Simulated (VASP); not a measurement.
# SiC (P6_3mc) in VASP: further runs

Aim: see how the results for SiC move with the level of theory and the settings. Levels: LDA, PBEsol, revPBE+D4. Tasks: single point, relaxation of cell and atoms.

All numbers are computed with VASP 6.6.1; they aren't measurements. Logs are shortened: lines on timing, memory, paths and dates and some standing lists are left out, and cuts for length are marked.

### 1 The cell of the first run

It takes space group P6_3mc (No. 186, hexagonal). Conventional cell: a = 3.095 Å, b = 3.095 Å, c = 15.170 Å, α = 90.00°, β = 90.00°, γ = 120.00°. Within 2.5 Å of Si (site symmetry 3m) lie 4 C at 1.90 Å. Within 2.5 Å of Si (site symmetry 3m) lie 4 C at 1.90 Å. Si (site symmetry 3m) has 4 C at 1.90 Å within 2.5 Å. Within 2.5 Å of C (site symmetry 3m) lie 4 Si at 1.90 Å. C (site symmetry 3m) has 4 Si at 1.90 Å within 2.5 Å. Within 2.5 Å of C (site symmetry 3m) lie 4 Si at 1.90 Å.

### 2 Single point, LDA

Contents of INCAR:

```
ALGO     = Normal         # electronic algorithm
EDIFF    = 1E-7           # SCF threshold, eV
ENCUT    = 520            # plane-wave cutoff, eV
GGA      = CA             # functional
ISIF     = 2              # what is computed and relaxed
ISMEAR   = -1             # smearing method
LASPH    = T              # aspherical terms in the spheres
LCHARG   = F              # write CHGCAR
LREAL    = F              # projectors in reciprocal space
LWAVE    = F              # write WAVECAR
NBANDS   = 36             # bands
NELM     = 60             # most SCF steps
PREC     = Accurate       # precision mode
SIGMA    = 0.05           # smearing width, eV
```

Contents of KPOINTS:

```
k-points
0
Gamma
  10 10 2
```

Contents of POSCAR:

```
SiC
1.0
    3.0950000000      0.0000000000      0.0000000000
   -1.5475000000      2.6803486247      0.0000000000
    0.0000000000      0.0000000000     15.1700000000
Si C
6 6
Direct
    0.6666666667      0.3333333333      0.4583000000
    0.3333333333      0.6666666667      0.9583000000
    0.6666666667      0.3333333333      0.7917000000
    0.3333333333      0.6666666667      0.2917000000
    0.0000000000      0.0000000000      0.6250000000
    0.0000000000      0.0000000000      0.1250000000
    0.6666666667      0.3333333333      0.3333000000
    0.3333333333      0.6666666667      0.8333000000
    0.6666666667      0.3333333333      0.6667000000
    0.3333333333      0.6666666667      0.1667000000
    0.0000000000      0.0000000000      0.5000000000
    0.0000000000      0.0000000000      0.0000000000
```

Potentials or basis: VASP PAW LDA potentials, release 64 (Si, C).

On the command line:

```bash
> cat potpaw_LDA.64/Si/POTCAR potpaw_LDA.64/C/POTCAR > POTCAR
> mpirun -np 1 vasp_std > vasp.out
```

OUTCAR:

```text
EDIFF = 1E-7
   ENCUT = 520
   GGA = CA
   ISIF = 2
   ISMEAR = -1
   LASPH = T
   LREAL = F
   NELM = 60
   PREC = Accurate

 ion  position               nearest neighbor table
   1  0.667  0.333  0.458-  11 1.90  11 1.90  11 1.90   7 1.90   4 3.10   4 3.10   4 3.10   5 3.10
                             5 3.10   5 3.10
   2  0.333  0.667  0.958-  12 1.90  12 1.90  12 1.90   8 1.90   3 3.10   3 3.10   3 3.10   6 3.10
                             6 3.10   6 3.10
   3  0.667  0.333  0.792-   8 1.90   8 1.90   8 1.90   9 1.90   2 3.10   2 3.10   2 3.10   5 3.10
                             5 3.10   5 3.10
   4  0.333  0.667  0.292-   7 1.90   7 1.90   7 1.90  10 1.90   1 3.10   1 3.10   1 3.10   6 3.10
                             6 3.10   6 3.10
   5  0.000  0.000  0.625-   9 1.90   9 1.90   9 1.90  11 1.90   3 3.10   1 3.10   3 3.10   1 3.10
                             1 3.10   3 3.10
   6  0.000  0.000  0.125-  10 1.90  10 1.90  10 1.90  12 1.90   4 3.10   2 3.10   2 3.10   4 3.10
                             4 3.10   2 3.10
   7  0.667  0.333  0.333-   4 1.90   4 1.90   4 1.90   1 1.90
   8  0.333  0.667  0.833-   3 1.90   3 1.90   3 1.90   2 1.90
   9  0.667  0.333  0.667-   5 1.90   5 1.90   5 1.90   3 1.90
  10  0.333  0.667  0.167-   6 1.90   6 1.90   6 1.90   4 1.90
  11  0.000  0.000  0.500-   1 1.90   1 1.90   1 1.90   5 1.90
  12  0.000  0.000  0.000-   2 1.90   2 1.90   2 1.90   6 1.90

  LATTYP: Found a hexagonal cell.
 ALAT       =     3.0950000000
 C/A-ratio  =     4.9014539580

  Lattice vectors:

 A1 = (   3.0950000000,   0.0000000000,   0.0000000000)
 A2 = (  -1.5475000000,   2.6803486247,   0.0000000000)
 A3 = (   0.0000000000,   0.0000000000,  15.1700000000)

Analysis of symmetry for initial positions (statically):
=====================================================================
 Subroutine PRICEL returns:
 Original cell was already a primitive cell.

 Routine SETGRP: Setting up the symmetry group for a
 hexagonal supercell.

 Subroutine GETGRP returns: Found 12 space group operations
 (whereof  6 operations were pure point group operations)
 out of a pool of 24 trial point group operations.

The static configuration has the point symmetry C_3v.
 The point group associated with its full space group is C_6v.

Analysis of symmetry for dynamics (positions and initial velocities):
=====================================================================
 Subroutine PRICEL returns:
 Original cell was already a primitive cell.

 Routine SETGRP: Setting up the symmetry group for a
 hexagonal supercell.

 Subroutine GETGRP returns: Found 12 space group operations
 (whereof  6 operations were pure point group operations)
 out of a pool of 24 trial point group operations.

The dynamic configuration has the point symmetry C_3v.
 The point group associated with its full space group is C_6v.

 Subroutine INISYM returns: Found 12 space group operations
 (whereof  6 operations are pure point group operations),
 and found     1 'primitive' translations

----------------------------------------------------------------------------------------

                                     Primitive cell

  volume of cell :     125.8455

  direct lattice vectors                    reciprocal lattice vectors
     3.095000000  0.000000000  0.000000000     0.323101777  0.186542898  0.000000000
    -1.547500000  2.680348625  0.000000000     0.000000000  0.373085796  0.000000000
     0.000000000  0.000000000 15.170000000     0.000000000  0.000000000  0.065919578

  length of vectors
     3.095000000  3.095000000 15.170000000     0.373085796  0.373085796  0.065919578

  position of ions in fractional coordinates (direct lattice)
     0.666666667  0.333333333  0.458300000
     0.333333333  0.666666667  0.958300000
     0.666666667  0.333333333  0.791700000
     0.333333333  0.666666667  0.291700000
     0.000000000  0.000000000  0.625000000
     0.000000000  0.000000000  0.125000000
     0.666666667  0.333333333  0.333300000
     0.333333333  0.666666667  0.833300000
     0.666666667  0.333333333  0.666700000
     0.333333333  0.666666667  0.166700000
     0.000000000  0.000000000  0.500000000
     0.000000000  0.000000000  0.000000000

  ion indices of the primitive-cell ions
   primitive index   ion index
                 1           1
                 2           2
                 3           3
                 4           4
                 5           5
                 6           6
                 7           7
                 8           8
                 9           9
                10          10
                11          11
                12          12

----------------------------------------------------------------------------------------

 KPOINTS: k-points

Automatic generation of k-mesh.
 Grid dimensions read from file:
 generate k-points for:   10   10    2

 Generating k-lattice:

  Cartesian coordinates                     Fractional coordinates (reciprocal lattice)
     0.032310178  0.018654290  0.000000000     0.100000000  0.000000000  0.000000000
     0.000000000  0.037308580  0.000000000     0.000000000  0.100000000  0.000000000
     0.000000000  0.000000000  0.032959789     0.000000000  0.000000000  0.500000000

  Length of vectors
     0.037308580  0.037308580  0.032959789

  Shift w.r.t. Gamma in fractional coordinates (k-lattice)
     0.000000000  0.000000000  0.000000000

 Subroutine IBZKPT returns following result:
 ===========================================

 Found     28 irreducible k-points:

 Following reciprocal coordinates:
            Coordinates               Weight
  0.000000  0.000000  0.000000      1.000000
  0.100000 -0.000000  0.000000      6.000000
  0.200000 -0.000000  0.000000      6.000000
  0.300000 -0.000000  0.000000      6.000000
  0.400000 -0.000000  0.000000      6.000000
  0.500000 -0.000000  0.000000      3.000000
[... 16 lines left out ...]
  0.300000  0.100000  0.500000     12.000000
  0.400000  0.100000  0.500000     12.000000
 [... further k-points ...]
   k-points           NKPTS =     28   k-points in BZ     NKDIM =     28   number of bands    NBANDS=     36
   number of dos      NEDOS =    301   number of ions     NIONS =     12
   total plane-waves  NPLWV =  69120
   dimension x,y,z NGX =    24 NGY =   24 NGZ =  120
   dimension x,y,z NGXF=    48 NGYF=   48 NGZF=  240
   ions per type =               6   6
   NGX,Y,Z   is equivalent  to a cutoff of  12.89, 12.89, 13.15 a.u.
   NGXF,Y,Z  is equivalent  to a cutoff of  25.78, 25.78, 26.30 a.u.
 SYSTEM =  unknown system
   PREC   = accura    normal or accurate (medium, high low for compatibility)
   ISTART =      0    job   : 0-new  1-cont  2-samecut
   ICHARG =      2    charge: 1-file 2-atom 10-const
   ISPIN  =      1    spin polarized calculation?
   LNONCOLLINEAR =      F non collinear calculations
   LSORBIT =      F    spin-orbit coupling
   LASPH  =      T    aspherical Exc in radial PAW
   ENCUT  =  520.0 eV  38.22 Ry    6.18 a.u.   5.75  5.75 28.21*2*pi/ulx,y,z
   NELM   =     60;   NELMIN=  2; NELMDL= -5     # of ELM steps
   EDIFF  = 0.1E-06   stopping-criterion for ELM
   LREAL  =      F    real-space projection
   EDIFFG = 0.1E-05   stopping-criterion for IOM
   NSW    =      0    number of steps for IOM
   IBRION =     -1    ionic relax: 0-MD 1-quasi-New 2-CG
   NFREE  =      0    steps in history (QN), initial steepest desc. (CG)
   ISIF   =      2    stress and relaxation
   ISYM   =      2    0-nonsym 1-usesym 2-fastsym
   POTIM  = 0.5000    time-step for ionic-motion
   TEBEG  =    0.0;   TEEND  =   0.0 temperature during run
   PSTRESS=    0.0 pullay stress
   NELECT =      48.0000    total number of electrons
   NUPDOWN=      -1.0000    fix difference up-down
   EMIN   =  10.00;   EMAX   =-10.00  energy-range for DOS
   EFERMI =   0.00;   METHOD = LEGACY
   ISMEAR =    -1;   SIGMA  =   0.05  broadening in eV -4-tet -1-fermi 0-gaus
   EFERMI_NEDOS =   21; number of points for ismear=-14 and -15
   IALGO  =     38    algorithm
   IMIX   =      4    mixing-type and parameters
     AMIX     =   0.40;   BMIX     =  1.00
     AMIX_MAG =   1.60;   BMIX_MAG =  1.00
  volume/ion in A,a.u.               =      10.49        70.77
  Fermi-wavevector in a.u.,A,eV,Ry     =   1.187252  2.243580 19.178312  1.409566
  Thomas-Fermi vector in A             =   2.323407
   LORBIT       =      0    0 simple, 1 ext, 2 COOP (PROOUT), +10 PAW based schemes
   GGA     = CA    functional components
   LHFCALC =     F    Hartree Fock is set to
   AEXX    =    0.0000 exact exchange contribution
   IVDW    =     0    specifies the selected vdW correction
   LEPSILON=     F    determine dielectric tensor
   LRPA    =     F    only Hartree local field effects (RPA)
 non-spin polarized calculation
  energy-cutoff  :      520.00
  volume of cell :      125.85
 maximum number of plane-waves:      3436
 NGX is ok and might be reduce to    24
   NGX = 11   NGY = 11   NGZ = 57

 number of electron      48.0000002 magnetization

 Free energy of the ion-electron system (eV)
  ---------------------------------------------------
  ext. energy  EPLUGINS =         0.00000000
  ---------------------------------------------------
  free energy    TOTEN  =       -99.78213662 eV

  energy without entropy =      -99.78213662  energy(sigma->0) =      -99.78213662

 E-fermi :   8.9307     XC(G=0): -11.4970

 val. band max:        7.9566709513   @ k =   0.0000   0.0000   0.0000
 cond. band min:       9.9233851605   @ k =   0.5000  -0.0000   0.0000
 fundamental gap:      1.9667142092
 Fermi energy:         8.9306534756

 k-point     1 :       0.0000    0.0000    0.0000
  band No.  band energies     occupation
      1      -7.3089      2.00000
      2      -6.7938      2.00000
      3      -6.7509      2.00000
      4      -5.2645      2.00000
      5      -5.2340      2.00000
      6      -3.7294      2.00000
[... 28 lines left out ...]
     35      15.1253      0.00000
     36      15.2340      0.00000
[... 866 lines left out ...]
      6      -2.4089      2.00000
[... 28 lines left out ...]
     35      15.3140      0.00000
     36      15.3140      0.00000

 [... further k-points ...]

------------------------ aborting loop because EDIFF is reached ----------------------------------------

  FORCE on cell =-STRESS in cart. coord.  units (eV):
  Direction    XX          YY          ZZ          XY          YZ          ZX
  --------------------------------------------------------------------------------------
  -------------------------------------------------------------------------------------
  Total       -5.6254830     -5.6254830     -4.9972593      0.0000000      0.0000000      0.0000000
  in kB      -71.6197632    -71.6197632    -63.6216531      0.0000000      0.0000000      0.0000000
  external PRESSURE =     -68.9537265 kB  Pullay stress =       0.0000000 kB

 VOLUME and BASIS-vectors are now :
 -----------------------------------------------------------------------------
  energy-cutoff  :      520.00
  volume of cell :      125.85
      direct lattice vectors                 reciprocal lattice vectors
     3.095000000  0.000000000  0.000000000     0.323101777  0.186542898  0.000000000
    -1.547500000  2.680348625  0.000000000     0.000000000  0.373085796  0.000000000
     0.000000000  0.000000000 15.170000000     0.000000000  0.000000000  0.065919578

 POSITION                                       TOTAL-FORCE (eV/Angst)
 -----------------------------------------------------------------------------------
      1.54750      0.89345      6.95241        -0.000000      0.000000      0.049781
     -0.00000      1.78690     14.53741         0.000000     -0.000000      0.049781
      1.54750      0.89345     12.01009         0.000000      0.000000      0.022378
     -0.00000      1.78690      4.42509         0.000000     -0.000000      0.022378
      0.00000      0.00000      9.48125        -0.000000      0.000000      0.050041
      0.00000      0.00000      1.89625         0.000000     -0.000000      0.050041
      1.54750      0.89345      5.05616         0.000000      0.000000     -0.011723
     -0.00000      1.78690     12.64116         0.000000     -0.000000     -0.011723
      1.54750      0.89345     10.11384        -0.000000      0.000000      0.033429
     -0.00000      1.78690      2.52884         0.000000      0.000000      0.033429
      0.00000      0.00000      7.58500         0.000000      0.000000     -0.143906
      0.00000      0.00000      0.00000        -0.000000      0.000000     -0.143906
 -----------------------------------------------------------------------------------
    total drift:                                0.000000      0.000000     -0.000663

  FREE ENERGIE OF THE ION-ELECTRON SYSTEM (eV)
  ---------------------------------------------------
  free  energy   TOTEN  =       -99.7821366172 eV

  energy  without entropy=      -99.7821366169  energy(sigma->0) =      -99.78213662
```

It took 53 s on 1 thread of Intel Xeon 6975P-C (Granite Rapids), shared host; peak memory 0.24 GiB.

What came out:

```yaml
Free_energy: -99.7821 eV
Pressure: -6.9 GPa
Largest_force: 0.144 eV/Å
Band_gap_on_the_k_mesh: 1.97 eV (least direct gap 3.06 eV)
```

Forces in eV/Å, atoms in the order of the input:
```
Si   0.000  0.000  0.050
Si   0.000  0.000  0.050
Si   0.000  0.000  0.022
Si   0.000  0.000  0.022
Si   0.000  0.000  0.050
Si   0.000  0.000  0.050
C    0.000  0.000 -0.012
C    0.000  0.000 -0.012
C    0.000  0.000  0.033
C    0.000  0.000  0.033
C    0.000  0.000 -0.144
C    0.000  0.000 -0.144
```

Levels at points of the mesh, in eV from the valence-band top:
| k point | band 21 | band 22 | band 23 | band 24 | band 25 | band 26 | band 27 | band 28 |
| --- | --- | --- | --- | --- | --- | --- | --- | --- |
| (0.00, 0.00, 0.00) | -0.30 | -0.05 | 0.00 | 0.00 | 5.00 | 5.17 | 5.57 | 6.09 |
| (0.50, 0.00, 0.00) | -1.81 | -1.77 | -1.67 | -1.09 | 1.97 | 2.14 | 3.10 | 3.80 |
| (0.00, 0.00, 0.50) | -0.10 | -0.10 | -0.10 | -0.10 | 5.06 | 5.06 | 5.81 | 5.81 |
| (0.50, 0.00, 0.50) | -1.71 | -1.71 | -1.30 | -1.30 | 2.00 | 2.00 | 3.32 | 3.32 |

Caveat: the cell stands under tension. A hybrid or GW would open this gap; LDA tends to underestimate it.

### 3 Single point, PBEsol

Contents of INCAR:

```
SYSTEM = SiC
PREC = Accurate
ENCUT = 520
EDIFF = 1E-7
ISMEAR = -1
SIGMA = 0.05
LREAL = .False.
LASPH = .True.
NELM = 100
ALGO = Normal
ISIF = 2
LWAVE = .False.
LCHARG = .False.
GGA = PS
NBANDS = 36
```

Contents of KPOINTS:

```
Automatic mesh
0
Gamma
  10 10 2
  0 0 0
```

POSCAR is that of step 2.

Potentials or basis: VASP PAW PBE potentials, release 64 (Si, C).

On the command line:

```bash
> cat potpaw_PBE.64/Si/POTCAR potpaw_PBE.64/C/POTCAR > POTCAR
> mpirun -np 1 vasp_std > vasp.out
```

It took 52 s on 1 thread of Intel Xeon 6975P-C (Granite Rapids), shared host; peak memory 0.28 GiB.

The run converged. Its results:

```yaml
Free_energy: -95.4899 eV
Pressure: -2.8 GPa
Largest_force: 0.143 eV/Å
Band_gap_on_the_k_mesh: 1.91 eV (least direct gap 3.01 eV)
```

Forces in eV/Å, atoms in the order of the input:
```
Si   0.000  0.000  0.054
Si   0.000  0.000  0.054
Si   0.000  0.000  0.025
Si   0.000  0.000  0.025
Si   0.000  0.000  0.045
Si   0.000  0.000  0.045
C    0.000  0.000 -0.014
C    0.000  0.000 -0.014
C    0.000  0.000  0.033
C    0.000  0.000  0.033
C    0.000  0.000 -0.143
C    0.000  0.000 -0.143
```

Stress tensor (GPa, compression positive):
```
-3.07  0.00  0.00
 0.00 -3.07  0.00
 0.00  0.00 -2.30
```

Levels at points of the mesh, in eV from the valence-band top:
| k point | band 22 | band 23 | band 24 | band 25 | band 26 | band 27 |
| --- | --- | --- | --- | --- | --- | --- |
| (0.00, 0.00, 0.00) | -0.05 | 0.00 | 0.00 | 4.98 | 5.15 | 5.56 |
| (0.50, 0.00, 0.00) | -1.78 | -1.68 | -1.10 | 1.91 | 2.09 | 3.07 |
| (0.00, 0.00, 0.50) | -0.10 | -0.10 | -0.10 | 5.05 | 5.05 | 5.79 |
| (0.50, 0.00, 0.50) | -1.72 | -1.30 | -1.30 | 1.95 | 1.95 | 3.29 |

Caveat: the PAW data sets were made with another functional, which shifts forces and pressure a little. A k mesh can miss the band edges.

(Part 1 of 2 ends here.)
